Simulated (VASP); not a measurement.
Wanted: the native input for a VASP 6.6.1 run.

| Property | Result |
| --- | --- |
| Task | single point |
| Functional | PBEsol |
| Potentials or basis | VASP PAW PBE potentials, release 64 (Al, Ru_pv) |
| Cutoff | 520 eV |
| k mesh | 16 × 16 × 8 |
| Occupations | gaussian, width 0.15 eV |
| Spin | no spin polarisation |
| Dipole correction | no |
| Further INCAR settings | ALGO = Fast; EDIFF = 1e-07; NBANDS = 25 |

The structure of AlRu lies in POSCAR:

```
AlRu
1.0
    2.9763250904      0.0000000000      0.0000000000
    0.0000000000      2.9763250904      0.0000000000
    0.0000000000      0.0000000000      5.9526501809
Al Ru
2 2
Direct
    0.0000000000      0.0000000000     -0.0024526891
    0.0000000000      0.0000000000      0.5024526891
    0.4896516681      0.5000000000      0.2500000000
    0.5103483319      0.5000000000      0.7500000000
```

This cell differs from its parent crystal: atoms displaced along several vibrational modes.

The input as run:

INCAR

```
SYSTEM = AlRu
PREC     = Accurate       ! precision mode
ENCUT    = 520            ! plane-wave cutoff, eV
EDIFF    = 1E-7           ! SCF threshold, eV
ISMEAR   = 0              ! smearing method
SIGMA    = 0.15           ! smearing width, eV
LREAL    = .False.        ! projectors in reciprocal space
LASPH    = .True.         ! aspherical terms in the spheres
NELM     = 80             ! most SCF steps
ALGO     = Fast           ! electronic algorithm
ISIF     = 2              ! what is computed and relaxed
LWAVE    = .False.        ! write WAVECAR
LCHARG   = .False.        ! write CHGCAR
GGA      = PS             ! functional
NBANDS   = 25             ! bands
```

KPOINTS

```
regular mesh
0
Gamma
  16 16 8
  0 0 0
```

Potentials or basis: VASP PAW PBE potentials, release 64 (Al, Ru_pv).

Command:

```bash
$ cat potpaw_PBE.64/Al/POTCAR potpaw_PBE.64/Ru_pv/POTCAR > POTCAR
$ mpirun -np 1 vasp_std > vasp.out
```

Results of the run:

```yaml
Pressure: 0.2 GPa
Largest_force: 0.322 eV/Å
Band_gap_on_the_k_mesh: zero (bands 17 and 18 overlap by 3.12 eV)
```

Caveat: the cell differs from its parent crystal (atoms displaced along several vibrational modes); the PAW data sets were made with another functional, which shifts forces and pressure a little.

Run time: 14 min on 1 thread of Intel Xeon 8259CL, on a shared host, peak memory 0.52 GiB.
